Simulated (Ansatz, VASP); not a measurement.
## Two plane-wave programs on CdSe

The input INCAR:

```
SYSTEM = CdSe
PREC     = Accurate       ! precision mode
ENCUT    = 520            ! plane-wave cutoff, eV
EDIFF    = 1E-7           ! SCF threshold, eV
ISMEAR   = 0              ! smearing method
SIGMA    = 0.025          ! smearing width, eV
LREAL    = .False.        ! projectors in reciprocal space
LASPH    = .True.         ! aspherical terms in the spheres
NELM     = 60             ! most SCF steps
ALGO     = Normal         ! electronic algorithm
ISIF     = 2              ! what is computed and relaxed
LWAVE    = .False.        ! write WAVECAR
LCHARG   = .False.        ! write CHGCAR
GGA      = PE             ! functional
NBANDS   = 26             ! bands
```

File KPOINTS:

```
regular mesh
0
Gamma
  7 7 4
  0 0 0
```

POSCAR

```
CdSe
1.0
    4.3000000000      0.0000000000      0.0000000000
   -2.1500000000      3.7239092363      0.0000000000
    0.0000000000      0.0000000000      7.0200000000
Cd Se
2 2
Direct
    0.6666666667      0.3333333333      0.5000000000
    0.3333333333      0.6666666667      0.0000000000
    0.6666666667      0.3333333333      0.8850000000
    0.3333333333      0.6666666667      0.3850000000
```

input.yaml

```yaml
crystal:
  lattice:
    - [4.3, 0.0, 0.0]
    - [-2.15, 3.7239092363, 0.0]
    - [0.0, 0.0, 7.02]
  atoms:
    - { symbol: Cd, position: [0.6666666667, 0.3333333333, 0.5] }
    - { symbol: Cd, position: [0.3333333333, 0.6666666667, 0.0] }
    - { symbol: Se, position: [0.6666666667, 0.3333333333, 0.885] }
    - { symbol: Se, position: [0.3333333333, 0.6666666667, 0.385] }
hamiltonian:
  xc: pbe
  pseudopotentials: { kind: paw }
kpoints:
  mp_grid: { grid: [7, 7, 4] }
scf:
  occupations: { method: gaussian, width: 0.025 }
output:
  forces: true
  stress: true
  eigenvalues: true
  write_density: true
  write_potential: true
  elf: true
  volumetric_format: npy
```

Alike in both runs: task single point; functional PBE; k mesh 7 × 7 × 4; occupations gaussian, width 0.025 eV; no spin polarisation.

|  | VASP | Ansatz |
| --- | --- | --- |
| version | VASP 6.6.1 | Ansatz 0.2.0 |
| potentials or method | VASP PAW PBE potentials, release 64 (Cd, Se) | Ansatz PAW |
| plane-wave cutoff (eV) | 520 | 420 |
| valence electrons in the cell | 36 | 72 |

```tsv
	VASP	Ansatz	Ansatz less VASP
gap on the k mesh at the Fermi level (eV)	0.70	0.70	0.000
least direct gap on the mesh (eV)	0.70	0.70	0.000
pressure (GPa)	3.3	3.0	-0.33
traceless stress, the component that is largest in VASP (GPa)	-1.40	-1.35	+0.053
rms of the force components (eV/Å)	0.168	0.163	-0.0055
```

Atom by atom the forces differ by 0.006 eV/Å (rms over components). VASP's potentials hold 36 valence electrons a cell and Ansatz's 72, so a difference there can come from the potentials and not from the codes.

Noted on Ansatz's run: odd divisions of the mesh miss points on the zone boundary, where band edges often lie, so the gap on the mesh can be too wide.
